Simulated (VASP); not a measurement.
Input of a VASP 6.6.1 run:

The input INCAR:

```
SYSTEM = Al3Au
PREC = Accurate
ENCUT = 520
EDIFF = 1E-6
ISMEAR = -1
SIGMA = 0.05
LREAL = .FALSE.
LASPH = .TRUE.
NELM = 100
ALGO = Fast
ISIF = 2
LWAVE = .FALSE.
LCHARG = .TRUE.
GGA = PE
LELF = .TRUE.
LVHAR = .TRUE.
NBANDS = 18
```

KPOINTS

```
regular mesh
0
G
  8 8 8
  0 0 0
```

Contents of POSCAR:

```
Al3Au
1.0
   -2.0658396600      2.0658396600      4.0566000000
    2.0658396600     -2.0658396600      4.0566000000
    2.0658396600      2.0658396600     -4.0566000000
Au Al
1 3
Direct
    0.0000000000      0.0000000000      0.0000000000
    0.5000000000      0.5000000000      0.0000000000
    0.2500000000      0.7500000000      0.5000000000
    0.7500000000      0.2500000000      0.5000000000
```

Potentials or basis: VASP PAW PBE potentials, release 64 (Au, Al).

Command:

```sh
$ cat potpaw_PBE.64/Au/POTCAR potpaw_PBE.64/Al/POTCAR > POTCAR
$ mpirun -np 1 vasp_std > vasp.out
```

(1) What does it give for the pressure?

(2) Estimate the band gap on the k mesh.

Answers

(1) -3.2 GPa.

(2) zero (band 10 reaches 9.91 eV, above the bottom of band 11 at 6.71 eV).

Caveat: spin-orbit coupling is left out, which moves the levels of the heavy elements.
